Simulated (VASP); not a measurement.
Wanted: the native input for a VASP 6.6.1 run.

```yaml
Task: single point
Functional: LDA
Potentials_or_basis: VASP PAW LDA potentials, release 64 (Bi_d, Pd)
Cutoff: 520 eV
k_mesh: 6 × 6 × 4
Occupations: fermi-dirac, width 0.05 eV
Spin: no spin polarisation
Dipole_correction: no
Further_INCAR_settings: ALGO = Normal; EDIFF = 1e-06; NBANDS = 33
```

The structure of BiPd (Sobolevskite) lies in POSCAR:

```
BiPd
1.0
    4.1983786548      0.0000000000      0.0000000000
   -2.0991893274      3.6359025698      0.0000000000
    0.0000000000      0.0000000000      5.6474644301
Bi Pd
2 2
Direct
    0.3333333333      0.6666666667      0.2500000000
    0.6666666667      0.3333333333      0.7500000000
    0.0000000000      0.0000000000      0.0000000000
    0.0000000000      0.0000000000      0.5000000000
```

The input as run:

INCAR

```
ALGO = Normal ; EDIFF = 1E-6
ENCUT = 520 ; GGA = CA
ISIF = 2 ; ISMEAR = -1
LASPH = True ; LCHARG = False
LREAL = False ; LWAVE = False
NBANDS = 33 ; NELM = 80
PREC = Accurate ; SIGMA = 0.05
```

KPOINTS

```
k-points
0
Gamma
  6 6 4
```

Potentials or basis: VASP PAW LDA potentials, release 64 (Bi_d, Pd).

The run is started by

```console
$ cat potpaw_LDA.64/Bi_d/POTCAR potpaw_LDA.64/Pd/POTCAR > POTCAR
$ mpirun -np 1 vasp_std > vasp.out
```

It gave:

```yaml
Pressure: 0.3 GPa
Band_gap_on_the_k_mesh: zero (band 25 reaches 11.61 eV, above the bottom of band 26 at 7.53 eV)
```

Caveat: spin-orbit coupling is left out, which moves the levels of the heavy elements.

Run time: 26 s on 1 thread of AMD EPYC 9R45 96-Core Processor (Zen 5), on a shared host, peak memory 0.16 GiB.
